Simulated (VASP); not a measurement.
A run of VASP 6.6.1:

POSCAR

```
W
1.0
    0.0000000000      2.0300000000      2.0300000000
    2.0300000000      0.0000000000      2.0300000000
    2.0300000000      2.0300000000      0.0000000000
W
1
Direct
    0.0000000000      0.0000000000      0.0000000000
```

File INCAR.step1:

```
PREC = Accurate
ENCUT = 520
ISMEAR = -1
SIGMA = 0.15
LREAL = F
LASPH = T
NELM = 80
NBANDS = 13
GGA = PE
ALGO = Normal
EDIFF = 1E-4
LWAVE = T
LCHARG = F
```

Contents of INCAR.step2:

```
PREC = Accurate
ENCUT = 520
EDIFF = 1E-6
ISMEAR = -1
SIGMA = 0.15
LREAL = F
LASPH = T
NELM = 80
ALGO = Normal
ISIF = 2
LWAVE = F
LCHARG = T
METAGGA = R2SCAN
LMIXTAU = T
LELF = T
LVHAR = T
NBANDS = 13
ISTART = 1
```

File KPOINTS:

```
Automatic mesh
0
Gamma
  9 9 9
```

Potentials or basis: VASP PAW PBE potentials, release 64 (W_sv).

The run is started by

```sh
$ cat potpaw_PBE.64/W_sv/POTCAR > POTCAR
$ cp INCAR.step1 INCAR
$ mpirun -np 1 vasp_std > vasp.out
$ cp INCAR.step2 INCAR
$ mpirun -np 1 vasp_std > vasp.out
```

Hardware: 1 thread of Intel(R) Xeon(R) Platinum 8559C (Emerald Rapids) (shared host).

How long does it take, and how much memory?

Wall time 19 s on 1 thread of Intel(R) Xeon(R) Platinum 8559C (Emerald Rapids), with other jobs on the host, peak memory 0.14 GiB. Counts: k points 35.
